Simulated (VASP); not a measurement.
# CdPd (P4/mmm) in VASP: relaxation of cell and atoms with LDA

Aim: the relaxation of cell and atoms of CdPd with LDA.

All numbers are computed with VASP 6.6.1; they aren't measurements. Logs are shortened: lines on timing, memory, paths and dates and some standing lists are left out, and cuts for length are marked.

### Step 1. The cell of the first run

The structure is tetragonal, space group P4/mmm (No. 123). The conventional cell has a = 3.063 Å, b = 3.063 Å, c = 3.723 Å, α = 90.00°, β = 90.00°, γ = 90.00°. Cd (site symmetry 4/mmm) has 8 Pd at 2.86 Å and 6 Cd at 3.06 to 3.72 Å within 3.8 Å. Within 3.8 Å of Pd (site symmetry 4/mmm) lie 8 Cd at 2.86 Å and 6 Pd at 3.06 to 3.72 Å.

### Step 2. Relaxation of cell and atoms, LDA

File INCAR:

```
ALGO = Normal ; EDIFF = 1E-7
EDIFFG = -0.005 ; ENCUT = 540
GGA = CA ; GGA_COMPAT = F
IBRION = 2 ; ISIF = 3
ISMEAR = 0 ; LASPH = T
LCHARG = F ; LREAL = F
LWAVE = F ; NELM = 120
NELMIN = 4 ; NSW = 70
PREC = Accurate ; SIGMA = 0.1
```

File KPOINTS:

```
k-points
0
Gamma
  14 14 12
```

File POSCAR:

```
CdPd
1.0
    3.0625896470      0.0000000000      0.0000000000
    0.0000000000      3.0625896470      0.0000000000
    0.0000000000      0.0000000000      3.7227029832
Cd Pd
1 1
Direct
    0.0000000000      0.0000000000      0.0000000000
    0.5000000000      0.5000000000      0.5000000000
```

Potentials or basis: VASP PAW LDA potentials, release 64 (Cd_sv_GW, Pd_sv_GW).

On the command line:

```sh
$ cat potpaw_LDA.64/Cd_sv_GW/POTCAR potpaw_LDA.64/Pd_sv_GW/POTCAR > POTCAR
$ mpirun -np 1 vasp_std > vasp.out
```

OUTCAR:

```text
EDIFF = 1E-7
   EDIFFG = -0.005
   ENCUT = 540
   GGA = CA
   IBRION = 2
   ISIF = 3
   ISMEAR = 0
   LASPH = T
   LREAL = F
   NELM = 120
   NELMIN = 4
   NSW = 70
   PREC = Accurate

 ion  position               nearest neighbor table
   1  0.000  0.000  0.000-
   2  0.500  0.500  0.500-

  LATTYP: Found a simple tetragonal cell.
 ALAT       =     3.0625896470
 C/A-ratio  =     1.2155409024

  Lattice vectors:

 A1 = (   3.0625896470,   0.0000000000,   0.0000000000)
 A2 = (   0.0000000000,   3.0625896470,   0.0000000000)
 A3 = (   0.0000000000,   0.0000000000,   3.7227029832)

Analysis of symmetry for initial positions (statically):
=====================================================================
 Subroutine PRICEL returns:
 Original cell was already a primitive cell.

 Routine SETGRP: Setting up the symmetry group for a
 simple tetragonal supercell.

 Subroutine GETGRP returns: Found 16 space group operations
 (whereof 16 operations were pure point group operations)
 out of a pool of 16 trial point group operations.

The static configuration has the point symmetry D_4h.

Analysis of symmetry for dynamics (positions and initial velocities):
=====================================================================
 Subroutine PRICEL returns:
 Original cell was already a primitive cell.

 Routine SETGRP: Setting up the symmetry group for a
 simple tetragonal supercell.

 Subroutine GETGRP returns: Found 16 space group operations
 (whereof 16 operations were pure point group operations)
 out of a pool of 16 trial point group operations.

The dynamic configuration has the point symmetry D_4h.

 Subroutine INISYM returns: Found 16 space group operations
 (whereof 16 operations are pure point group operations),
 and found     1 'primitive' translations

----------------------------------------------------------------------------------------

                                     Primitive cell

  volume of cell :      34.9169

  direct lattice vectors                    reciprocal lattice vectors
     3.062589647  0.000000000  0.000000000     0.326521054  0.000000000  0.000000000
     0.000000000  3.062589647  0.000000000     0.000000000  0.326521054  0.000000000
     0.000000000  0.000000000  3.722702983     0.000000000  0.000000000  0.268622021

  length of vectors
     3.062589647  3.062589647  3.722702983     0.326521054  0.326521054  0.268622021

  position of ions in fractional coordinates (direct lattice)
     0.000000000  0.000000000  0.000000000
     0.500000000  0.500000000  0.500000000

  ion indices of the primitive-cell ions
   primitive index   ion index
                 1           1
                 2           2

----------------------------------------------------------------------------------------

 KPOINTS: k-points

Automatic generation of k-mesh.
 Grid dimensions read from file:
 generate k-points for:   14   14   12

 Generating k-lattice:

  Cartesian coordinates                     Fractional coordinates (reciprocal lattice)
     0.023322932  0.000000000  0.000000000     0.071428571  0.000000000  0.000000000
     0.000000000  0.023322932  0.000000000     0.000000000  0.071428571  0.000000000
     0.000000000  0.000000000  0.022385168     0.000000000  0.000000000  0.083333333

  Length of vectors
     0.023322932  0.023322932  0.022385168

  Shift w.r.t. Gamma in fractional coordinates (k-lattice)
     0.000000000  0.000000000  0.000000000

 Subroutine IBZKPT returns following result:
 ===========================================

 Found    252 irreducible k-points:

 Following reciprocal coordinates:
            Coordinates               Weight
  0.000000  0.000000  0.000000      1.000000
  0.071429  0.000000  0.000000      4.000000
  0.142857  0.000000  0.000000      4.000000
  0.214286  0.000000  0.000000      4.000000
  0.285714  0.000000  0.000000      4.000000
  0.357143  0.000000  0.000000      4.000000
[... 16 lines left out ...]
  0.285714  0.214286  0.000000      8.000000
  0.357143  0.214286  0.000000      8.000000
 [... further k-points ...]
   k-points           NKPTS =    252   k-points in BZ     NKDIM =    252   number of bands    NBANDS=     23
   number of dos      NEDOS =    301   number of ions     NIONS =      2
   total plane-waves  NPLWV =  16128
   dimension x,y,z NGX =    24 NGY =   24 NGZ =   28
   dimension x,y,z NGXF=    48 NGYF=   48 NGZF=   56
   ions per type =               1   1
   NGX,Y,Z   is equivalent  to a cutoff of  13.03, 13.03, 12.50 a.u.
   NGXF,Y,Z  is equivalent  to a cutoff of  26.06, 26.06, 25.01 a.u.
 SYSTEM =  unknown system
   PREC   = accura    normal or accurate (medium, high low for compatibility)
   ISTART =      0    job   : 0-new  1-cont  2-samecut
   ICHARG =      2    charge: 1-file 2-atom 10-const
   ISPIN  =      1    spin polarized calculation?
   LNONCOLLINEAR =      F non collinear calculations
   LSORBIT =      F    spin-orbit coupling
   LASPH  =      T    aspherical Exc in radial PAW
   ENCUT  =  540.0 eV  39.69 Ry    6.30 a.u.   5.80  5.80  7.05*2*pi/ulx,y,z
   NELM   =    120;   NELMIN=  4; NELMDL= -5     # of ELM steps
   EDIFF  = 0.1E-06   stopping-criterion for ELM
   LREAL  =      F    real-space projection
   EDIFFG = -.5E-02   stopping-criterion for IOM
   NSW    =     70    number of steps for IOM
   IBRION =      2    ionic relax: 0-MD 1-quasi-New 2-CG
   NFREE  =      1    steps in history (QN), initial steepest desc. (CG)
   ISIF   =      3    stress and relaxation
   ISYM   =      2    0-nonsym 1-usesym 2-fastsym
   POTIM  = 0.5000    time-step for ionic-motion
   TEBEG  =    0.0;   TEEND  =   0.0 temperature during run
   PSTRESS=    0.0 pullay stress
   NELECT =      38.0000    total number of electrons
   NUPDOWN=      -1.0000    fix difference up-down
   EMIN   =  10.00;   EMAX   =-10.00  energy-range for DOS
   EFERMI =   0.00;   METHOD = LEGACY
   ISMEAR =     0;   SIGMA  =   0.10  broadening in eV -4-tet -1-fermi 0-gaus
   EFERMI_NEDOS =   21; number of points for ismear=-14 and -15
   IALGO  =     38    algorithm
   IMIX   =      4    mixing-type and parameters
     AMIX     =   0.40;   BMIX     =  1.00
     AMIX_MAG =   1.60;   BMIX_MAG =  1.00
  volume/ion in A,a.u.               =      17.46       117.82
  Fermi-wavevector in a.u.,A,eV,Ry     =   1.683930  3.182166 38.580954  2.835620
  Thomas-Fermi vector in A             =   2.767043
   LORBIT       =      0    0 simple, 1 ext, 2 COOP (PROOUT), +10 PAW based schemes
   GGA     = CA    functional components
   LHFCALC =     F    Hartree Fock is set to
   AEXX    =    0.0000 exact exchange contribution
   IVDW    =     0    specifies the selected vdW correction
   LEPSILON=     F    determine dielectric tensor
   LRPA    =     F    only Hartree local field effects (RPA)
 conjugate gradient relaxation of ions
 non-spin polarized calculation
 Gauss-broadening in eV      SIGMA  =   0.10
  energy-cutoff  :      540.00
  volume of cell :       34.92
 maximum number of plane-waves:      1032
 NGX is ok and might be reduce to    24
   NGX = 11   NGY = 11   NGZ = 15

--------------------------------------- Ionic step        1  -------------------------------------------

 number of electron      37.9999993 magnetization

 Free energy of the ion-electron system (eV)
  ---------------------------------------------------
  ext. energy  EPLUGINS =         0.00000000
  ---------------------------------------------------
  free energy    TOTEN  =        -7.34565394 eV

  energy without entropy =       -7.34317363  energy(sigma->0) =       -7.34441378

------------------------ aborting loop because EDIFF is reached ----------------------------------------

  FORCE on cell =-STRESS in cart. coord.  units (eV):
  Direction    XX          YY          ZZ          XY          YZ          ZX
  --------------------------------------------------------------------------------------
  -------------------------------------------------------------------------------------
  Total       -2.9534336     -2.9534336     -2.9331198      0.0000000      0.0000000      0.0000000
  in kB     -135.5194973   -135.5194973   -134.5873935      0.0000000      0.0000000      0.0000000
  external PRESSURE =    -135.2087960 kB  Pullay stress =       0.0000000 kB
[... 21 lines left out ...]
  energy  without entropy=       -7.3431736261  energy(sigma->0) =       -7.34441378

--------------------------------------- Ionic step        2  -------------------------------------------

 number of electron      37.9999994 magnetization

 E-fermi :  10.4247     XC(G=0): -14.2630

 val. band max:       10.3887085590   @ k =   0.5000   0.4286   0.0000
 cond. band min:      10.4513513903   @ k =   0.2143   0.0000   0.3333
 fundamental gap:      0.0626428312
 Fermi energy:        10.4246531408

 k-point     1 :       0.0000    0.0000    0.0000
  band No.  band energies     occupation
      1     -91.9528      2.00000
      2     -73.8975      2.00000
      3     -53.3219      2.00000
      4     -53.3219      2.00000
      5     -53.3114      2.00000
      6     -39.9688      2.00000
[... 680 lines left out ...]
  FREE ENERGIE OF THE ION-ELECTRON SYSTEM (eV)
  ---------------------------------------------------
  free  energy   TOTEN  =        -7.5000792391 eV

  energy  without entropy=       -7.4983701808  energy(sigma->0) =       -7.49922471

[... ionic steps 4 to 7 ...]

--------------------------------------- Ionic step        8  -------------------------------------------

 number of electron      38.0000014 magnetization

------------------------ aborting loop because EDIFF is reached ----------------------------------------

  FORCE on cell =-STRESS in cart. coord.  units (eV):
  Direction    XX          YY          ZZ          XY          YZ          ZX
  --------------------------------------------------------------------------------------
  -------------------------------------------------------------------------------------
  Total       -0.0230633     -0.0230633      0.0116315      0.0000000     -0.0000000     -0.0000000
  in kB       -1.1687342     -1.1687342      0.5894240      0.0000000     -0.0000000     -0.0000000
  external PRESSURE =      -0.5826814 kB  Pullay stress =       0.0000000 kB
[... 57 lines left out ...]
  energy  without entropy=       -7.4985878327  energy(sigma->0) =       -7.49944460

--------------------------------------- Ionic step       10  -------------------------------------------

 number of electron      38.0000016 magnetization

 Free energy of the ion-electron system (eV)
  ---------------------------------------------------
  ext. energy  EPLUGINS =         0.00000000
  ---------------------------------------------------
  free energy    TOTEN  =        -7.50030348 eV

  energy without entropy =       -7.49859372  energy(sigma->0) =       -7.49944860

 E-fermi :   8.5394     XC(G=0): -13.4786

 val. band max:        8.5182017433   @ k =   0.2143   0.0000   0.3333
 cond. band min:       8.5625314655   @ k =   0.5000   0.1429   0.5000
 fundamental gap:      0.0443297223
 Fermi energy:         8.5394366704

 k-point     1 :       0.0000    0.0000    0.0000
  band No.  band energies     occupation
      1     -93.4919      2.00000
      2     -75.4004      2.00000
      3     -54.8649      2.00000
      4     -54.8649      2.00000
      5     -54.8428      2.00000
      6     -41.4488      2.00000
[... 644 lines left out ...]
  FREE ENERGIE OF THE ION-ELECTRON SYSTEM (eV)
  ---------------------------------------------------
  free  energy   TOTEN  =        -7.5003034760 eV

  energy  without entropy=       -7.4985937180  energy(sigma->0) =       -7.49944860

 reached required accuracy - stopping structural energy minimisation
```

Run time: 9.2 min. Hardware: 1 thread of Intel Xeon Platinum 8559C (Emerald Rapids), shared host; peak memory 0.41 GiB.

What came out:

```yaml
Free_energy: -7.5003 eV
Relaxed_volume: 15.81 Å³/atom
Relaxed_cell: a = 2.958 Å, b = 2.958 Å, c = 3.613 Å, α = 90.00°, β = 90.00°, γ = 90.00°
Space_group_after_relaxing_to_0.1_Å: P4/mmm (No. 123)
Energy_gained_by_relaxing: 77.3 meV/atom
Ionic_steps: 10
Pressure_after_relaxing: 0.0 GPa
Band_gap_on_the_k_mesh: zero (bands 19 and 20 overlap by 5.89 eV)
```

The path:
```
step  energy change (eV)  largest force (eV/Å)  pressure (GPa)  volume (Å³)
   1              0.0000                0.0000          -13.52        34.92
   2              0.1332                0.0000           28.72        27.99
   3             -0.1544                0.0000           -0.50        31.70
   4             -0.1546                0.0000           -0.10        31.62
   5             -0.1545                0.0000            0.25        31.56
   6             -0.1546                0.0000           -0.29        31.66
   7             -0.1546                0.0000           -0.07        31.62
   8             -0.1546                0.0000           -0.06        31.62
   9             -0.1546                0.0000           -0.03        31.61
  10             -0.1546                0.0000           -0.01        31.61
```

Final structure:
```
Cd Pd
1.0
     2.95779    0.00000    0.00000
     0.00000    2.95779    0.00000
     0.00000    0.00000    3.61329
Cd Pd
1 1
Direct
  0.00000 0.00000 0.00000
  0.50000 0.50000 0.50000
```
